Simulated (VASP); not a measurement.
BaTiO3: single point with PBE

The system is BaTiO3.

```
CELL_PARAMETERS angstrom
3.98410 0.00000 0.00000
0.00000 2.83705 2.87426
0.00000 -2.83705 2.87426
ATOMIC_POSITIONS crystal
Ba 0.00000 0.00807 0.00807
Ti 0.50000 0.52249 0.52249
O 0.00000 0.49075 0.49075
O 0.50000 0.49271 0.98220
O 0.50000 0.98220 0.49271
```

This cell differs from its parent crystal: z stretched by +1 %, then relaxed in part.

```
Program             : VASP 6.6.1
Task                : single point
Functional          : PBE
Potentials or basis : VASP PAW PBE potentials, release 64 (Ba_sv, Ti_sv, O)
Cutoff              : 520 eV
k mesh              : 8 × 8 × 8
Occupations         : fermi-dirac, width 0.02 eV
Spin                : no spin polarisation
```

```
Pressure               : 4.7 GPa
Largest force          : 0.083 eV/Å
Band gap on the k mesh : 2.18 eV (least direct gap 2.58 eV)
```

Forces on the atoms (eV/Å):
```
Ba   0.000  0.000 -0.035
Ti   0.000  0.000 -0.083
O    0.000  0.000  0.007
O    0.000 -0.049  0.056
O    0.000  0.049  0.056
```

Stress tensor (GPa, compression positive):
```
3.95 0.00 0.00
0.00 5.99 0.00
0.00 0.00 4.13
```

Levels at points of the mesh, in eV from the valence-band top:
| k point | band 17 | band 18 | band 19 | band 20 | band 21 | band 22 | band 23 | band 24 |
| --- | --- | --- | --- | --- | --- | --- | --- | --- |
| (0.00, 0.00, 0.00) | -1.10 | -0.52 | -0.51 | -0.40 | 2.18 | 2.40 | 2.50 | 4.31 |
| (0.50, 0.00, 0.00) | -1.64 | -1.54 | -1.21 | -1.01 | 2.60 | 3.63 | 3.80 | 4.35 |
| (0.00, 0.50, 0.00) | -1.84 | -1.70 | -0.94 | -0.78 | 2.41 | 3.71 | 3.75 | 4.31 |
| (0.50, 0.50, 0.00) | -1.69 | -0.96 | -0.93 | -0.08 | 3.74 | 3.77 | 4.09 | 4.83 |
| (0.00, 0.50, 0.50) | -1.62 | -0.90 | -0.81 | -0.25 | 3.71 | 3.77 | 4.04 | 5.05 |
| (0.50, 0.50, 0.50) | -2.42 | -0.17 | -0.01 | 0.00 | 4.24 | 4.29 | 4.37 | 6.40 |

Wall time 88 s on 1 thread of Intel(R) Xeon(R) 6975P-C (Granite Rapids), with other jobs on the host, peak memory 0.3 GiB.

Caveat: the cell differs from its parent crystal (z stretched by +1 %, then relaxed in part); the cell stands under pressure; spin-orbit coupling is left out, which moves the levels of the heavy elements. A k mesh can miss the band edges.
